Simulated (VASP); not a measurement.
Wanted: the native input for a VASP 6.6.1 run.

```yaml
Task: single point
Functional: LDA
Potentials_or_basis: VASP PAW LDA potentials, release 64 (W_sv, C, F)
Cutoff: 520 eV
k_mesh: 3 × 3 × 1
Occupations: gaussian, width 0.1 eV
Spin: no spin polarisation
Dipole_correction: no
Further_INCAR_settings: ALGO = Normal; EDIFF = 1e-06; NBANDS = 94; NELMDL = -8
```

The structure of W4C4F lies in POSCAR:

```
W4C4F
1.0
    5.6929600000      0.0000000000      0.0000000000
   -2.8464800000      4.9302480000      0.0000000000
    0.0000000000      0.0000000000     15.1931300000
W C F
8 8 2
Direct
    0.0000000000      0.0000000000      0.0658192222
   -0.0018167289     -0.0008707473      0.2508194822
    0.0000000000      0.5000000000      0.0658192222
   -0.0018176363      0.4991235735      0.2508154673
    0.5000000000      0.0000000000      0.0658192222
    0.4967020514     -0.0016129006      0.2527228425
    0.5000000000      0.5000000000      0.0658192222
    0.4967067471      0.4983877079      0.2527221185
    0.3333546935      0.1666970911      0.1517589200
    0.3194333794      0.1597469336      0.3263267016
    0.3333699318      0.6666885723      0.1517618160
    0.3194317175      0.6597653911      0.3263223575
    0.8315277372      0.1657746223      0.1531432299
    0.8386764309      0.1693886393      0.3355904280
    0.8315197604      0.6657800987      0.1531424400
    0.8386946825      0.6693805261      0.3355954961
    0.8192239440      0.6596923725      0.4216344493
    0.8193052722      1.1597461223      0.4216306317
```

These files were run (other wordings do the same):

INCAR

```
SYSTEM = W4C4F
  PREC = Accurate
  ENCUT = 520
  EDIFF = 1E-6
  ISMEAR = 0
  SIGMA = 0.1
  LREAL = .FALSE.
  LASPH = .TRUE.
  NELM = 120
  ALGO = Normal
  ISIF = 2
  LWAVE = .FALSE.
  LCHARG = .TRUE.
  GGA = CA
  LELF = .TRUE.
  LVHAR = .TRUE.
  NBANDS = 94
  GGA_COMPAT = .FALSE.
  NELMDL = -8
```

KPOINTS

```
Automatic mesh
0
G
  3 3 1
  0 0 0
```

Potentials or basis: VASP PAW LDA potentials, release 64 (W_sv, C, F).

Launch:

```console
$ cat potpaw_LDA.64/W_sv/POTCAR potpaw_LDA.64/C/POTCAR potpaw_LDA.64/F/POTCAR > POTCAR
$ mpirun -np 1 vasp_std > vasp.out
```

Results of the run:

```yaml
Largest_force: 0.550 eV/Å
Band_gap_on_the_k_mesh: zero (bands 79 and 80 overlap by 1.07 eV)
```

Caveat: the k points lie up to 0.42 Å⁻¹ apart, too coarse for converged energies and pressures of a metal; there is no dipole correction, which matters where the two faces differ; spin-orbit coupling is left out, which moves the levels of the heavy elements.

Run time: 10 min on 1 thread of Oxide Virtual Turin-like Processor, with other jobs on the host, peak memory 0.42 GiB.
